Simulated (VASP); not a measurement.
Set up this calculation in VASP 6.6.1, as the native input.

| Item | Value |
| --- | --- |
| Task | single point |
| Functional | r2SCAN |
| Dispersion | D4 |
| Potentials or basis | VASP PAW PBE potentials, release 64 (Ni, Mo_sv, Pd, Ir, W_sv) |
| Cutoff | 520 eV |
| k mesh | 8 × 8 × 2 |
| Occupations | fermi-dirac, width 0.05 eV |
| Spin | collinear spin, ferromagnetic start |
| Starting moments | [1.0, 1.0, 0.0, 0.6, 0.0] μB |
| Dipole correction | no |
| Further INCAR settings | ALGO = Normal; EDIFF = 1e-07; NBANDS = 40 |

NiMoIrPdW:

```
Ni Mo Pd Ir W
1.0
     2.74042    0.00000    0.00000
    -1.37021    2.37328    0.00000
     0.00000    0.00000   10.93689
Ni Mo Pd Ir W
1 1 1 1 1
Direct
  0.33333 0.66667 0.59754
  0.00000 0.00000 0.41131
  0.66667 0.33333 0.79397
  0.66667 0.33333 0.20026
  0.33333 0.66667 0.99692
```

These files were run (other wordings do the same):

POSCAR

```
NiMoIrPdW
1.0
    2.7404220252      0.0000000000      0.0000000000
   -1.3702110126      2.3732750909      0.0000000000
    0.0000000000      0.0000000000     10.9368939602
Ni Mo Pd Ir W
1 1 1 1 1
Direct
    0.3333333333      0.6666666667      0.5975384367
    0.0000000000      0.0000000000      0.4113091630
    0.6666666667      0.3333333333      0.7939725016
    0.6666666667      0.3333333333      0.2002592753
    0.3333333333      0.6666666667      0.9969206234
```

INCAR.step1

```
SYSTEM = NiMoIrPdW
PREC     = Accurate       ! precision mode
ENCUT    = 520            ! plane-wave cutoff, eV
ISMEAR   = -1             ! smearing method
SIGMA    = 0.05           ! smearing width, eV
LREAL    = .False.        ! projectors in reciprocal space
LASPH    = .True.         ! aspherical terms in the spheres
NELM     = 150            ! most SCF steps
ISPIN    = 2              ! spin polarisation
MAGMOM   = 1 1 0 0.6 0    ! initial moments
LMAXMIX  = 4              ! l up to which the mixer works
NBANDS   = 40             ! bands
GGA      = PE             ! functional
ALGO     = Normal         ! electronic algorithm
EDIFF    = 1E-4           ! SCF threshold, eV
LWAVE    = .True.         ! write WAVECAR
LCHARG   = .False.        ! write CHGCAR
```

INCAR.step2

```
SYSTEM = NiMoIrPdW
PREC     = Accurate       ! precision mode
ENCUT    = 520            ! plane-wave cutoff, eV
EDIFF    = 1E-7           ! SCF threshold, eV
ISMEAR   = -1             ! smearing method
SIGMA    = 0.05           ! smearing width, eV
LREAL    = .False.        ! projectors in reciprocal space
LASPH    = .True.         ! aspherical terms in the spheres
NELM     = 150            ! most SCF steps
ALGO     = Normal         ! electronic algorithm
ISIF     = 2              ! what is computed and relaxed
LWAVE    = .False.        ! write WAVECAR
LCHARG   = .False.        ! write CHGCAR
ISPIN    = 2              ! spin polarisation
MAGMOM   = 1 1 0 0.6 0    ! initial moments
LORBIT   = 11             ! projections on sites
LMAXMIX  = 4              ! l up to which the mixer works
METAGGA  = R2SCAN         ! meta-GGA
LMIXTAU  = .True.       
IVDW     = 13             ! dispersion correction
VDW_S6   = 1.0          
VDW_S8   = 0.6018749    
VDW_A1   = 0.51559235   
VDW_A2   = 5.77342911   
NBANDS   = 40             ! bands
ISTART   = 1
```

KPOINTS

```
regular mesh
0
Gamma
  8 8 2
  0 0 0
```

Potentials or basis: VASP PAW PBE potentials, release 64 (Ni, Mo_sv, Pd, Ir, W_sv).

The run is started by

```bash
$ cat potpaw_PBE.64/Ni/POTCAR potpaw_PBE.64/Mo_sv/POTCAR potpaw_PBE.64/Pd/POTCAR potpaw_PBE.64/Ir/POTCAR potpaw_PBE.64/W_sv/POTCAR > POTCAR
$ cp INCAR.step1 INCAR
$ mpirun -np 1 vasp_std > vasp.out
$ cp INCAR.step2 INCAR
$ mpirun -np 1 vasp_std > vasp.out
```

Results of the run:

| Item | Value |
| --- | --- |
| Pressure | 1.2 GPa |
| Largest force | 0.040 eV/Å |
| Net moment | 0.00 μB per cell |
| Valence electrons inside the program's atomic spheres | Ni 9.26; Mo 12.48; Pd 9.67; Ir 8.46; W 12.10 |
| Dispersion energy per atom | -0.209 eV |

Caveat: the moments typed at the start vanished in this run; the PAW data sets were made with another functional, which shifts forces and pressure a little.

It took 17 min on 1 thread of Intel Xeon 8259CL (shared host), peak memory 0.3 GiB.
